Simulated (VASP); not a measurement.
InSe:

```
CELL_PARAMETERS angstrom
4.01952 0.00000 0.00000
0.00000 4.01952 0.00000
0.00000 0.00000 4.01952
ATOMIC_POSITIONS crystal
In 0.00000 0.00000 0.00000
Se 0.50000 0.50000 0.50000
```

- Program: VASP 6.6.1
- Task: relaxation of cell and atoms
- Functional: PBE
- Potentials or basis: VASP PAW PBE potentials, release 64 (In_d, Se)
- Cutoff: 600 eV
- k mesh: 4 × 4 × 4
- Occupations: gaussian, width 0.1 eV
- Spin: no spin polarisation

At the start: pressure -6.2 GPa; volume 32.47 Å³/atom.

Q: Where does the relaxation end?

A: Over 4 steps the energy falls by 195.8 meV/atom and the volume is 24.86 Å³/atom (-23.4 %); space group Pm-3m (No. 221, to 0.1 Å) before and after.

The path:
| step | energy change (eV) | largest force (eV/Å) | pressure (GPa) | volume (Å³) |
| --- | --- | --- | --- | --- |
| 1 | 0.0000 | 0.0000 | -6.25 | 64.94 |
| 2 | -0.3517 | 0.0000 | -2.94 | 53.75 |
| 3 | -0.3911 | 0.0000 | -0.39 | 50.21 |
| 4 | -0.3916 | 0.0000 | 0.04 | 49.71 |

Final structure:
```xyz
2
Lattice="3.6770 0.0000 0.0000 0.0000 3.6770 0.0000 0.0000 0.0000 3.6770" Properties=species:S:1:pos:R:3 pbc="T T T"
In    0.0000    0.0000    0.0000
Se    1.8385    1.8385    1.8385
```

Caveat: the k points lie up to 0.43 Å⁻¹ apart in the final cell, too coarse for converged energies and pressures of a metal; the volume moved by over 15 % at a fixed basis, so the end points are rough.
